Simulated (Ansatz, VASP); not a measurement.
LiSb2: VASP beside Ansatz

```
Li Sb
1.0
    -2.37945    3.78517    3.87111
     2.37945   -3.78517    3.87111
     2.37945    3.78517   -3.87111
Li Sb
1 2
Cartesian
  0.0000 3.7852 0.0000
  2.3795 0.0000 2.2794
  0.0000 3.7852 1.5917
```

Alike in both runs: task relaxation of cell and atoms; functional PBE; k mesh 4 × 4 × 4; occupations gaussian, width 0.1 eV; no spin polarisation.

|  | VASP | Ansatz |
| --- | --- | --- |
| version | VASP 6.6.1 | Ansatz 0.2.0 |
| potentials or method | VASP PAW PBE potentials, release 64 (Li_sv, Sb), cutoff 600 eV | scalar-relativistic, plane waves, PAW |
| valence electrons in the cell | 13 | 33 |

```csv
,VASP,Ansatz,Ansatz less VASP
"gap on the k mesh at the Fermi level, each at its own relaxed structure (eV)",none,none,-
relaxed volume (Å³/atom),26.87,25.10,-1.768
relaxed length of the cell vector where the two differ most in proportion (Å),5.519,5.360,-0.1595
```

A gap of «none» marks a metal or a gap that the smearing closes. One of these differences is far larger than is usual between the two programs; its cause wasn't traced. VASP's potentials hold 13 valence electrons a cell and Ansatz's 33, so a difference there can come from the potentials and not from the codes.

The k mesh is coarse, so the values compare programs but aren't converged. Neither program's run includes spin-orbit coupling. Noted on VASP's run: the cutoff is under 1.25 times that of the potentials, so the pressure is a little rough; the volume moved by over 15 % at a fixed basis, so the end points are rough.
